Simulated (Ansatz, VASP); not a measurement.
Given: the input of a run of VASP 6.6.1 on Sb.

The input INCAR:

```
SYSTEM = Sb
PREC = Accurate
ENCUT = 520
EDIFF = 1E-6
ISMEAR = -1
SIGMA = 0.05
LREAL = .False.
LASPH = .True.
NELM = 100
ALGO = Normal
ISIF = 2
LWAVE = .False.
LCHARG = .False.
GGA = CA
NBANDS = 12
```

File KPOINTS:

```
Automatic mesh
0
Gamma
  9 9 5
  0 0 0
```

POSCAR

```
Sb
1.0
    3.3767485125      0.0000000000      0.0000000000
   -1.6883742563      2.9243499940      0.0000000000
    0.0000000000      0.0000000000      5.5063879352
Sb
2
Direct
    0.6666666667      0.3333333333      0.7500000000
    0.3333333333      0.6666666667      0.2500000000
```

Potentials or basis: VASP PAW LDA potentials, release 64 (Sb).

The run is started by

```bash
$ cat potpaw_LDA.64/Sb/POTCAR > POTCAR
$ mpirun -np 1 vasp_std > vasp.out
```

Question: Set up the same calculation for Ansatz 0.2.0. Potentials there: all-electron LAPW, scalar-relativistic.

Answer: As run (the cutoff follows the program's own potentials):

Contents of input.yaml:

```yaml
crystal:
  lattice:
    - [3.3767485125, 0.0, 0.0]
    - [-1.6883742563, 2.924349994, 0.0]
    - [0.0, 0.0, 5.5063879352]
  atoms:
    - { symbol: Sb, position: [0.6666666667, 0.3333333333, 0.75] }
    - { symbol: Sb, position: [0.3333333333, 0.6666666667, 0.25] }
kpoints:
  mp_grid: { grid: [9, 9, 5] }
scf:
  occupations: { method: fermi_dirac, width: 0.05 }
hamiltonian:
  xc: lda
  pseudopotentials: { kind: all_electron, lapw: { basis_error: 0.001 } }
output:
  forces: true
  stress: true
  eigenvalues: true
```

Potentials or basis: all-electron LAPW, scalar-relativistic.

Launch:

```sh
$ ansatz run input.yaml --threads 1 --pin off --max-ram 3072MiB --backend cpu --events-out ev --progress --plain --runs-dir out
```

Both were run:

|  | VASP | Ansatz | Ansatz less VASP |
| --- | --- | --- | --- |
| gap on the k mesh at the Fermi level (eV) | none | none | - |
| pressure (GPa) | -3.8 | -3.8 | -0.02 |
| traceless stress, the component that is largest in VASP (GPa) | -0.26 | -0.27 | -0.006 |

LDA's correlation is that of Perdew and Zunger in VASP and of Perdew and Wang (1992) in Ansatz. A gap of «none» marks a metal or a gap that the smearing closes. Ansatz ran all-electron here, and VASP with PAW potentials.

Spin-orbit coupling is off throughout.
